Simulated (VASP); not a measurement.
A run of VASP 6.6.1 is set up as follows.

Contents of POSCAR:

```
BeS
1.0
    0.0000000000      2.4343062304      2.4343062304
    2.4087460149      0.0000000000      2.4343062304
    2.4087460149      2.4343062304      0.0000000000
Be S
1 1
Direct
    0.0000000000      0.0000000000      0.0000000000
    0.2500000000      0.2500000000      0.2500000000
```

Contents of INCAR.step1:

```
PREC     = Accurate       # precision mode
ENCUT    = 520            # plane-wave cutoff, eV
EDIFF    = 1E-5           # SCF threshold, eV
ISMEAR   = 0              # smearing method
SIGMA    = 0.01           # smearing width, eV
LREAL    = False          # projectors in reciprocal space
LASPH    = True           # aspherical terms in the spheres
NELM     = 100            # most SCF steps
ALGO     = Normal         # electronic algorithm
ISIF     = 2              # what is computed and relaxed
LWAVE    = True           # write WAVECAR
NBANDS   = 11             # bands
GGA      = PE             # functional
```

The input INCAR.step2:

```
PREC     = Accurate       # precision mode
ENCUT    = 520            # plane-wave cutoff, eV
EDIFF    = 1E-6           # SCF threshold, eV
ISMEAR   = 0              # smearing method
SIGMA    = 0.01           # smearing width, eV
LREAL    = False          # projectors in reciprocal space
LASPH    = True           # aspherical terms in the spheres
NELM     = 100            # most SCF steps
ALGO     = Normal         # electronic algorithm
ISIF     = 2              # what is computed and relaxed
LWAVE    = False          # write WAVECAR
LCHARG   = True           # write CHGCAR
GGA      = PE             # functional
LHFCALC  = True           # exact exchange
HFSCREEN = 0.2079         # screening, 1/A
PRECFOCK = Normal       
LELF     = True           # ELF
LVHAR    = True         
NBANDS   = 11             # bands
ISTART   = 1
```

Contents of KPOINTS:

```
Automatic mesh
0
Gamma
  6 6 6
```

Potentials or basis: VASP PAW PBE potentials, release 64 (Be, S).

Launch:

```sh
$ cat potpaw_PBE.64/Be/POTCAR potpaw_PBE.64/S/POTCAR > POTCAR
$ cp INCAR.step1 INCAR
$ mpirun -np 1 vasp_std > vasp.out
$ cp INCAR.step2 INCAR
$ mpirun -np 1 vasp_std > vasp.out
```

(1) Estimate the pressure.

(2) What does it give for the band gap on the k mesh?

## Answers

(1) 0.0 GPa.

(2) 3.96 eV (least direct gap 6.82 eV).

Caveat: the cell differs from its parent crystal (uniaxial x strain -1.1%); the PAW data sets were made with another functional, which shifts forces and pressure a little.
